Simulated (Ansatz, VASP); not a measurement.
Ni: VASP beside Ansatz

```
Ni
1.0
     0.00000    1.83516    1.83516
     1.83516    0.00000    1.83516
     1.83516    1.83516    0.00000
Ni
1
Direct
  0.00000 0.00000 0.00000
```

Alike in both runs: task single point; functional BLYP; k mesh 25 × 25 × 25; occupations fermi-dirac, width 0.05 eV; collinear spin.

|  | VASP | Ansatz |
| --- | --- | --- |
| version | VASP 6.6.1 | Ansatz 0.2.0 |
| potentials or method | VASP PAW PBE potentials, release 64 (Ni), cutoff 520 eV | plane waves (420 eV) with PAW, scalar-relativistic |
| valence electrons in the cell | 10 | 18 |

Ansatz gave:

| Property | Result |
| --- | --- |
| pressure (GPa) | -10.8 |
| net moment per atom (μB) | 0.64 |
| size of the moment on the site where the two differ most (μB) | 0.68 |

Task: Estimate VASP's values.

Result: Pressure (GPa): -10.6; net moment per atom (μB): 0.63; size of the moment on the site where the two differ most (μB): 0.65.

VASP's potentials were made for PBE, not for BLYP. Site moments also hang on the region over which each program counts them. The functional is the same, so the differences come from potentials, cutoffs and numerics. VASP's potentials hold 10 valence electrons a cell and Ansatz's 18, so a difference there can come from the potentials and not from the codes.
